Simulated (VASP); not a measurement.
# MnO (P6_3/mmc) in VASP: single point with PBE

Aim: the single point of MnO with PBE.

Program: VASP 6.6.1. These are calculated values, not measurements. Logs are shortened: lines on timing, memory, paths and dates and some standing lists are left out, and cuts for length are marked.

## Step 1: The cell of the first run

It takes space group P6_3/mmc (No. 194, hexagonal). The conventional cell has a = 3.155 Å, b = 3.155 Å, c = 5.395 Å, α = 90.00°, β = 90.00°, γ = 120.00°. Within 3.0 Å of Mn (site symmetry -3m) lie 6 O at 2.27 Å and 2 Mn at 2.70 Å. O (site symmetry -6m2) has 6 Mn at 2.27 Å within 3.0 Å.

## Step 2: Single point, PBE, collinear spin, antiferromagnetic start (11.63 Å³/atom)

The input, INCAR:

```
ALGO     = Normal         # electronic algorithm
EDIFF    = 1E-6           # SCF threshold, eV
ENCUT    = 520            # plane-wave cutoff, eV
GGA      = PE             # functional
ISIF     = 2              # what is computed and relaxed
ISMEAR   = 0              # smearing method
ISPIN    = 2              # spin polarisation
LASPH    = T              # aspherical terms in the spheres
LCHARG   = F              # write CHGCAR
LMAXMIX  = 4              # l up to which the mixer works
LORBIT   = 11             # projections on sites
LREAL    = F              # projectors in reciprocal space
LWAVE    = F              # write WAVECAR
MAGMOM   = 4.41 -4.41 0 0 # initial moments
NBANDS   = 31             # bands
NELM     = 150            # most SCF steps
PREC     = Accurate       # precision mode
SIGMA    = 0.05           # smearing width, eV
```

The input, KPOINTS:

```
k-points
0
Gamma
  12 12 8
```

The input, POSCAR:

```
MnO
1.0
    3.1554768525      0.0000000000      0.0000000000
   -1.5777384263      2.7327231153      0.0000000000
    0.0000000000      0.0000000000      5.3953562918
Mn O
2 2
Direct
    0.0000000000      0.0000000000      0.0000000000
    0.0000000000      0.0000000000      0.5000000000
    0.3333333333      0.6666666667      0.2500006873
    0.6666666667      0.3333333333      0.7499993127
```

Potentials or basis: VASP PAW PBE potentials, release 64 (Mn_pv, O).

Run with:

```console
cat potpaw_PBE.64/Mn_pv/POTCAR potpaw_PBE.64/O/POTCAR > POTCAR
mpirun -np 1 vasp_std > vasp.out
```

OUTCAR:

```text
EDIFF = 1E-6
   ENCUT = 520
   GGA = PE
   ISIF = 2
   ISMEAR = 0
   ISPIN = 2
   LASPH = T
   LORBIT = 11
   LREAL = F
   NELM = 150
   PREC = Accurate

 ion  position               nearest neighbor table
   1  0.000  0.000  0.000-   3 2.27   4 2.27   4 2.27   3 2.27   4 2.27   3 2.27   2 2.70   2 2.70

   2  0.000  0.000  0.500-   3 2.27   4 2.27   4 2.27   3 2.27   4 2.27   3 2.27   1 2.70   1 2.70

   3  0.333  0.667  0.250-   2 2.27   2 2.27   2 2.27   1 2.27   1 2.27   1 2.27
   4  0.667  0.333  0.750-   2 2.27   2 2.27   2 2.27   1 2.27   1 2.27   1 2.27

  LATTYP: Found a hexagonal cell.
 ALAT       =     3.1554768525
 C/A-ratio  =     1.7098386532

  Lattice vectors:

 A1 = (   3.1554768525,   0.0000000000,   0.0000000000)
 A2 = (  -1.5777384263,   2.7327231153,   0.0000000000)
 A3 = (   0.0000000000,   0.0000000000,   5.3953562918)

Analysis of symmetry for initial positions (statically):
=====================================================================
 Subroutine PRICEL returns:
 Original cell was already a primitive cell.

 Routine SETGRP: Setting up the symmetry group for a
 hexagonal supercell.

 Subroutine GETGRP returns: Found 24 space group operations
 (whereof 12 operations were pure point group operations)
 out of a pool of 24 trial point group operations.

The static configuration has the point symmetry D_3d.
 The point group associated with its full space group is D_6h.

Analysis of symmetry for dynamics (positions and initial velocities):
=====================================================================
 Subroutine PRICEL returns:
 Original cell was already a primitive cell.

 Routine SETGRP: Setting up the symmetry group for a
 hexagonal supercell.

 Subroutine GETGRP returns: Found 24 space group operations
 (whereof 12 operations were pure point group operations)
 out of a pool of 24 trial point group operations.

The dynamic configuration has the point symmetry D_3d.
 The point group associated with its full space group is D_6h.

Analysis of structural, dynamic, and magnetic symmetry:
=====================================================================
 Subroutine PRICEL returns:
 Original cell was already a primitive cell.

 Routine SETGRP: Setting up the symmetry group for a
 hexagonal supercell.

 Subroutine GETGRP returns: Found 24 space group operations
 (whereof 12 operations were pure point group operations)
 out of a pool of 24 trial point group operations.

The overall configuration has the point symmetry D_3d.
 The point group associated with its full space group is D_6h.

 Subroutine INISYM returns: Found 24 space group operations
 (whereof 12 operations are pure point group operations),
 and found     1 'primitive' translations

----------------------------------------------------------------------------------------

                                     Primitive cell

  volume of cell :      46.5244

  direct lattice vectors                    reciprocal lattice vectors
     3.155476853  0.000000000  0.000000000     0.316909313  0.182967677  0.000000000
    -1.577738426  2.732723115  0.000000000     0.000000000  0.365935354  0.000000000
     0.000000000  0.000000000  5.395356292     0.000000000  0.000000000  0.185344572

  length of vectors
     3.155476853  3.155476853  5.395356292     0.365935354  0.365935354  0.185344572

  position of ions in fractional coordinates (direct lattice)
     0.000000000  0.000000000  0.000000000
     0.000000000  0.000000000  0.500000000
     0.333333333  0.666666667  0.250000687
     0.666666667  0.333333333  0.749999313

  ion indices of the primitive-cell ions
   primitive index   ion index
                 1           1
                 2           2
                 3           3
                 4           4

----------------------------------------------------------------------------------------

 KPOINTS: k-points

Automatic generation of k-mesh.
 Grid dimensions read from file:
 generate k-points for:   12   12    8

 Generating k-lattice:

  Cartesian coordinates                     Fractional coordinates (reciprocal lattice)
     0.026409109  0.015247306  0.000000000     0.083333333  0.000000000  0.000000000
     0.000000000  0.030494613  0.000000000     0.000000000  0.083333333  0.000000000
     0.000000000  0.000000000  0.023168071     0.000000000  0.000000000  0.125000000

  Length of vectors
     0.030494613  0.030494613  0.023168071

  Shift w.r.t. Gamma in fractional coordinates (k-lattice)
     0.000000000  0.000000000  0.000000000

 Subroutine IBZKPT returns following result:
 ===========================================

 Found     95 irreducible k-points:

 Following reciprocal coordinates:
            Coordinates               Weight
  0.000000  0.000000  0.000000      1.000000
  0.083333  0.000000  0.000000      6.000000
  0.166667 -0.000000  0.000000      6.000000
  0.250000 -0.000000  0.000000      6.000000
  0.333333 -0.000000  0.000000      6.000000
  0.416667 -0.000000  0.000000      6.000000
[... 16 lines left out ...]
  0.250000 -0.000000  0.125000     12.000000
  0.333333 -0.000000  0.125000     12.000000
 [... further k-points ...]
   k-points           NKPTS =     95   k-points in BZ     NKDIM =     95   number of bands    NBANDS=     31
   number of dos      NEDOS =    301   number of ions     NIONS =      4
   total plane-waves  NPLWV =  23040
   dimension x,y,z NGX =    24 NGY =   24 NGZ =   40
   dimension x,y,z NGXF=    48 NGYF=   48 NGZF=   80
   ions per type =               2   2
   NGX,Y,Z   is equivalent  to a cutoff of  12.64, 12.64, 12.33 a.u.
   NGXF,Y,Z  is equivalent  to a cutoff of  25.29, 25.29, 24.65 a.u.
 SYSTEM =  unknown system
   PREC   = accura    normal or accurate (medium, high low for compatibility)
   ISTART =      0    job   : 0-new  1-cont  2-samecut
   ICHARG =      2    charge: 1-file 2-atom 10-const
   ISPIN  =      2    spin polarized calculation?
   LNONCOLLINEAR =      F non collinear calculations
   LSORBIT =      F    spin-orbit coupling
   LASPH  =      T    aspherical Exc in radial PAW
   ENCUT  =  520.0 eV  38.22 Ry    6.18 a.u.   5.87  5.87 10.03*2*pi/ulx,y,z
   NELM   =    150;   NELMIN=  2; NELMDL= -5     # of ELM steps
   EDIFF  = 0.1E-05   stopping-criterion for ELM
   LREAL  =      F    real-space projection
   EDIFFG = 0.1E-04   stopping-criterion for IOM
   NSW    =      0    number of steps for IOM
   IBRION =     -1    ionic relax: 0-MD 1-quasi-New 2-CG
   NFREE  =      0    steps in history (QN), initial steepest desc. (CG)
   ISIF   =      2    stress and relaxation
   ISYM   =      2    0-nonsym 1-usesym 2-fastsym
   POTIM  = 0.5000    time-step for ionic-motion
   TEBEG  =    0.0;   TEEND  =   0.0 temperature during run
   PSTRESS=    0.0 pullay stress
   NELECT =      38.0000    total number of electrons
   NUPDOWN=      -1.0000    fix difference up-down
   EMIN   =  10.00;   EMAX   =-10.00  energy-range for DOS
   EFERMI =   0.00;   METHOD = LEGACY
   ISMEAR =     0;   SIGMA  =   0.05  broadening in eV -4-tet -1-fermi 0-gaus
   EFERMI_NEDOS =   21; number of points for ismear=-14 and -15
   IALGO  =     38    algorithm
   IMIX   =      4    mixing-type and parameters
     AMIX     =   0.40;   BMIX     =  1.00
     AMIX_MAG =   1.60;   BMIX_MAG =  1.00
  volume/ion in A,a.u.               =      11.63        78.49
  Fermi-wavevector in a.u.,A,eV,Ry     =   1.530297  2.891842 31.862252  2.341809
  Thomas-Fermi vector in A             =   2.637800
   LORBIT       =     11    0 simple, 1 ext, 2 COOP (PROOUT), +10 PAW based schemes
   GGA     = PE    functional components
   LHFCALC =     F    Hartree Fock is set to
   AEXX    =    0.0000 exact exchange contribution
   IVDW    =     0    specifies the selected vdW correction
   LEPSILON=     F    determine dielectric tensor
   LRPA    =     F    only Hartree local field effects (RPA)
 spin polarized calculation
 Gauss-broadening in eV      SIGMA  =   0.05
  energy-cutoff  :      520.00
  volume of cell :       46.52
 maximum number of plane-waves:      1275
 NGX is ok and might be reduce to    24
   NGX = 11   NGY = 11   NGZ = 21

 number of electron      37.9999981 magnetization       0.0000000

 Free energy of the ion-electron system (eV)
  ---------------------------------------------------
  ext. energy  EPLUGINS =         0.00000000
  ---------------------------------------------------
  free energy    TOTEN  =       -32.80558432 eV

  energy without entropy =      -32.80558432  energy(sigma->0) =      -32.80558432

 E-fermi :   6.2936     XC(G=0): -11.5166

 val. band max:        5.9067492834   @ k =   0.0000   0.0000   0.5000
 cond. band min:       6.7294610268   @ k =   0.0000   0.0000   0.0000
 fundamental gap:      0.8227117434
 Fermi energy:         6.2936499642

 spin component 1

 k-point     1 :       0.0000    0.0000    0.0000
  band No.  band energies     occupation
      1     -43.7044      1.00000
      2     -43.6341      1.00000
      3     -43.6340      1.00000
      4     -39.1183      1.00000
      5     -38.9810      1.00000
      6     -38.9810      1.00000
[... 805 lines left out ...]
     30      18.6634      0.00000
     31      19.7416      0.00000

 [... further k-points ...]

 spin component 2

 k-point     1 :       0.0000    0.0000    0.0000
  band No.  band energies     occupation
      1     -43.7047      1.00000
      2     -43.6344      1.00000
      3     -43.6344      1.00000
      4     -39.1180      1.00000
      5     -38.9807      1.00000
      6     -38.9807      1.00000
[... 805 lines left out ...]
     30      18.3975      0.00000
     31      19.7443      0.00000

 [... further k-points ...]

------------------------ aborting loop because EDIFF is reached ----------------------------------------

  FORCE on cell =-STRESS in cart. coord.  units (eV):
  Direction    XX          YY          ZZ          XY          YZ          ZX
  --------------------------------------------------------------------------------------
  -------------------------------------------------------------------------------------
  Total       -2.3936848     -2.3936848     -2.3527407      0.0000000     -0.0000000      0.0000000
  in kB      -82.4321801    -82.4321801    -81.0221736      0.0000000     -0.0000000      0.0000000
  external PRESSURE =     -81.9621779 kB  Pullay stress =       0.0000000 kB

 VOLUME and BASIS-vectors are now :
 -----------------------------------------------------------------------------
  energy-cutoff  :      520.00
  volume of cell :       46.52
      direct lattice vectors                 reciprocal lattice vectors
     3.155476853  0.000000000  0.000000000     0.316909313  0.182967677  0.000000000
    -1.577738426  2.732723115  0.000000000     0.000000000  0.365935354  0.000000000
     0.000000000  0.000000000  5.395356292     0.000000000  0.000000000  0.185344572

 POSITION                                       TOTAL-FORCE (eV/Angst)
 -----------------------------------------------------------------------------------
      0.00000      0.00000      0.00000        -0.000000      0.000000     -0.000000
      0.00000      0.00000      2.69768        -0.000000      0.000000     -0.000000
     -0.00000      1.82182      1.34884        -0.000000      0.000000      0.000000
      1.57774      0.91091      4.04651         0.000000     -0.000000      0.000000
 -----------------------------------------------------------------------------------
    total drift:                                0.000000     -0.000000      0.000000

  FREE ENERGIE OF THE ION-ELECTRON SYSTEM (eV)
  ---------------------------------------------------
  free  energy   TOTEN  =       -32.8055843167 eV

  energy  without entropy=      -32.8055843167  energy(sigma->0) =      -32.80558432

 total charge

# of ion       s       p       d       tot
------------------------------------------
    1        0.199   6.166   4.972  11.338
    2        0.199   6.166   4.972  11.338
    3        1.561   3.380   0.000   4.941
    4        1.561   3.380   0.000   4.941
--------------------------------------------------
tot          3.522  19.092   9.944  32.557

 magnetization (x)

# of ion       s       p       d       tot
------------------------------------------
    1        0.017   0.013   4.255   4.285
    2       -0.017  -0.013  -4.255  -4.285
    3        0.000   0.000   0.000   0.000
    4        0.000   0.000   0.000   0.000
--------------------------------------------------
tot          0.000   0.000   0.000   0.000
```

Run time: 8.3 min. Hardware: 1 thread of Intel Xeon 8259CL, shared host; peak memory 0.28 GiB.

Results:

```yaml
Free_energy: -32.8056 eV
Pressure: -8.2 GPa
Band_gap_on_the_k_mesh: 0.82 eV (least direct gap 1.23 eV)
Net_moment: 0.00 μB per cell
Site_moments: Mn +4.29, -4.29; O +0.00 μB
Valence_electrons_inside_the_program's_atomic_spheres: Mn 11.34; O 4.94
```

Levels at points of the mesh, in eV from the valence-band top:
Spin up:
```csv
k point,band 15,band 16,band 17,band 18,band 19,band 20,band 21,band 22,band 23,band 24
"(0.00, 0.00, 0.00)",-2.35,-1.95,-1.95,-0.56,-0.56,0.82,2.35,2.35,2.37,3.36
"(0.50, 0.00, 0.00)",-2.55,-1.33,-1.18,-0.42,-0.24,1.47,2.99,3.06,3.60,3.60
"(0.00, 0.00, 0.50)",-1.91,-1.91,-1.83,0.00,0.00,1.54,2.21,2.21,3.07,3.24
"(0.50, 0.00, 0.50)",-2.36,-1.33,-1.15,-0.06,-0.03,1.20,2.79,3.05,3.31,3.43
```
Spin down:
| k point | band 15 | band 16 | band 17 | band 18 | band 19 | band 20 | band 21 | band 22 | band 23 | band 24 |
| --- | --- | --- | --- | --- | --- | --- | --- | --- | --- | --- |
| (0.00, 0.00, 0.00) | -2.35 | -1.95 | -1.95 | -0.56 | -0.56 | 0.82 | 2.35 | 2.35 | 2.37 | 3.36 |
| (0.50, 0.00, 0.00) | -2.55 | -1.33 | -1.18 | -0.42 | -0.24 | 1.47 | 2.99 | 3.06 | 3.60 | 3.60 |
| (0.00, 0.00, 0.50) | -1.91 | -1.91 | -1.83 | 0.00 | 0.00 | 1.54 | 2.21 | 2.21 | 3.07 | 3.25 |
| (0.50, 0.00, 0.50) | -2.36 | -1.33 | -1.15 | -0.06 | -0.03 | 1.20 | 2.79 | 3.05 | 3.31 | 3.43 |

Caveat: the cell stands under tension. A k mesh can miss the band edges.
